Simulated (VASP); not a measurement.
A run of VASP 6.6.1 is set up as follows.

File INCAR:

```
ALGO     = Normal         # electronic algorithm
EDIFF    = 1E-7           # SCF threshold, eV
ENCUT    = 520            # plane-wave cutoff, eV
GGA      = PE             # functional
ISIF     = 2              # what is computed and relaxed
ISMEAR   = -1             # smearing method
LASPH    = T              # aspherical terms in the spheres
LCHARG   = T              # write CHGCAR
LELF     = T              # ELF
LREAL    = F              # projectors in reciprocal space
LVHAR    = T            
LWAVE    = F              # write WAVECAR
NBANDS   = 16             # bands
NELM     = 100            # most SCF steps
PREC     = Accurate       # precision mode
SIGMA    = 0.05           # smearing width, eV
```

Contents of KPOINTS:

```
k-points
0
Gamma
  11 11 11
```

POSCAR

```
GaAs
1.0
    0.0000000000      2.8268500000      2.7420445000
    2.8268500000      0.0000000000      2.7420445000
    2.8268500000      2.8268500000      0.0000000000
Ga As
1 1
Direct
    0.0000000000      0.0000000000      0.0000000000
    0.7500000000      0.7500000000      0.7500000000
```

Potentials or basis: VASP PAW PBE potentials, release 64 (Ga_d, As).

Run with:

```bash
$ cat potpaw_PBE.64/Ga_d/POTCAR potpaw_PBE.64/As/POTCAR > POTCAR
$ mpirun -np 1 vasp_std > vasp.out
```

Problem. Predict the band gap on the k mesh.

Solution. 0.63 eV.

Problem. Predict the pressure.

Solution. 6.0 GPa.

Stress tensor (GPa, compression positive):
```
5.40 0.00 0.00
0.00 5.40 0.00
0.00 0.00 7.08
```

Caveat: the cell differs from its parent crystal (zz strain of -3 %); the cell stands under pressure; an odd mesh through Γ misses points on the zone boundary, where band edges can lie.
